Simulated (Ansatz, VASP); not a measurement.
# Two plane-wave programs on PbO

```
Pb O
1.0
     0.00000    2.91862    2.91862
     2.91862    0.00000    2.91862
     2.91862    2.91862    0.00000
Pb O
1 1
Direct
  0.00000 0.00000 0.00000
  0.75000 0.75000 0.75000
```

Alike in both runs: task single point; functional PBE; k mesh 6 × 6 × 6; occupations gaussian, width 0.1 eV; no spin polarisation.

|  | VASP | Ansatz |
| --- | --- | --- |
| version | VASP 6.6.1 | Ansatz 0.2.0 |
| potentials or method | VASP PAW PBE potentials, release 64 (Pb_d, O), cutoff 520 eV | scalar-relativistic, plane waves, PAW |
| valence electrons in the cell | 20 | 20 |

|  | VASP | Ansatz | Ansatz less VASP |
| --- | --- | --- | --- |
| gap on the k mesh at the Fermi level (eV) | 0.76 | 0.76 | -0.001 |
| least direct gap on the mesh (eV) | 0.90 | 0.90 | -0.002 |
| pressure (GPa) | -4.7 | -4.7 | +0.04 |

The functional is the same, so the differences come from potentials, cutoffs and numerics.

Spin-orbit coupling is off throughout.
